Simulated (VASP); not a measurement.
Here is a VASP 6.6.1 calculation.

Contents of INCAR:

```
  PREC = Accurate
  ENCUT = 600
  EDIFF = 1E-6
  ISMEAR = 0
  SIGMA = 0.02
  LREAL = False
  LASPH = True
  NELM = 100
  ALGO = Normal
  ISIF = 3
  LWAVE = False
  LCHARG = False
  GGA = PE
  IBRION = 2
  NSW = 100
  EDIFFG = -0.01
```

File KPOINTS:

```
Automatic mesh
0
Gamma
  12 12 2
```

The input POSCAR:

```
AlN
1.0
    3.1181788000      0.0000000000      0.0000000000
   -1.5590894000      2.7004221000      0.0000000000
    0.0000000000      0.0000000000     15.1983573000
Al N
6 6
Direct
    0.0000000000      0.0000000000      0.1876380000
    0.0000000000      0.0000000000      0.6876380000
    0.3333333000      0.6666667000      0.5205500000
    0.6666667000      0.3333333000      0.0205500000
    0.3333333000      0.6666667000      0.8533970000
    0.6666667000      0.3333333000      0.3533970000
    0.0000000000      0.0000000000      0.3127860000
    0.0000000000      0.0000000000      0.8127860000
    0.3333333000      0.6666667000      0.9792560000
    0.6666667000      0.3333333000      0.4792560000
    0.3333333000      0.6666667000      0.6463720000
    0.6666667000      0.3333333000      0.1463720000
```

Potentials or basis: VASP PAW PBE potentials, release 64 (Al, N).

The run is started by

```console
$ cat potpaw_PBE.64/Al/POTCAR potpaw_PBE.64/N/POTCAR > POTCAR
$ mpirun -np 1 vasp_std > vasp.out
```

Question: Estimate the band gap on the k mesh.

Answer: 3.80 eV, indirect (least direct gap 4.02 eV).

Question: Estimate the relaxed volume.

Answer: 10.64 Å³/atom.

Question: What does it give for the space group after relaxing (to 0.05 Å)?

Answer: P6_3mc (No. 186).

Final structure:
```yaml
crystal:
  lattice:
    - [3.11600, 0.00000, 0.00000]
    - [-1.55800, 2.69853, 0.00000]
    - [0.00000, 0.00000, 15.18820]
  atoms:
    - { symbol: Al, position: [0.00000, 0.00000, 0.18764] }
    - { symbol: Al, position: [0.00000, 0.00000, 0.68764] }
    - { symbol: Al, position: [0.33333, 0.66667, 0.52055] }
    - { symbol: Al, position: [0.66667, 0.33333, 0.02055] }
    - { symbol: Al, position: [0.33333, 0.66667, 0.85340] }
    - { symbol: Al, position: [0.66667, 0.33333, 0.35340] }
    - { symbol: N, position: [0.00000, 0.00000, 0.31279] }
    - { symbol: N, position: [0.00000, 0.00000, 0.81279] }
    - { symbol: N, position: [0.33333, 0.66667, 0.97926] }
    - { symbol: N, position: [0.66667, 0.33333, 0.47926] }
    - { symbol: N, position: [0.33333, 0.66667, 0.64637] }
    - { symbol: N, position: [0.66667, 0.33333, 0.14637] }
```

A k mesh can miss the band edges. As with any semilocal functional, this PBE gap is likely too small.
